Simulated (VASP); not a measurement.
A run of VASP 6.6.1:

The input INCAR:

```
SYSTEM = Si
PREC = Accurate
ENCUT = 520
EDIFF = 1E-7
ISMEAR = -1
SIGMA = 0.05
LREAL = Auto
LASPH = .True.
NELM = 80
ALGO = Normal
ISIF = 2
LWAVE = .False.
LCHARG = .False.
GGA = PS
NBANDS = 48
```

File KPOINTS:

```
Automatic mesh
0
Gamma
  2 2 2
  0 0 0
```

The input POSCAR:

```
Si
1.0
    0.0000000000      5.4300000000      5.4300000000
    5.4300000000      0.0000000000      5.4300000000
    5.4300000000      5.4300000000      0.0000000000
Si
17
Direct
   -0.0029150092     -0.0034787293     -0.0049689687
    0.1400161142      0.1394400552      0.0806280847
    0.0156100368      0.0150035912      0.4538813076
    0.1177996317      0.1172659300      0.6174060773
   -0.0029025783      0.5108874770     -0.0049830571
    0.1143037753      0.6248538674      0.1355098527
   -0.0189034070      0.5055299263      0.5073715470
    0.1178369245      0.6470262431      0.6173945672
    0.5114632597     -0.0034807551     -0.0049663904
    0.6254209945      0.1137436464      0.1355158379
    0.5060982505     -0.0194722836      0.5073746777
    0.6476337017      0.1172596685      0.6174079190
    0.4875516575      0.4869910681      0.0380039595
    0.6254319521      0.6248520258      0.1355105893
    0.5061013812      0.5055306630      0.5073720994
    0.6122555249      0.6116825967      0.6639076427
    0.2743097606      0.2736690608      0.6778228361
```

Potentials or basis: VASP PAW PBE potentials, release 64 (Si).

The run is started by

```console
$ cat potpaw_PBE.64/Si/POTCAR > POTCAR
$ mpirun -np 1 vasp_std > vasp.out
```

Hardware: 1 thread of Intel Xeon 8259CL (shared host).

**Question.** How long does it take, and how much memory?

**Answer.** It took 6.8 min on 1 thread of Intel Xeon 8259CL, on a shared host, peak memory 0.48 GiB. Counts: scf iterations 14, k points 8.
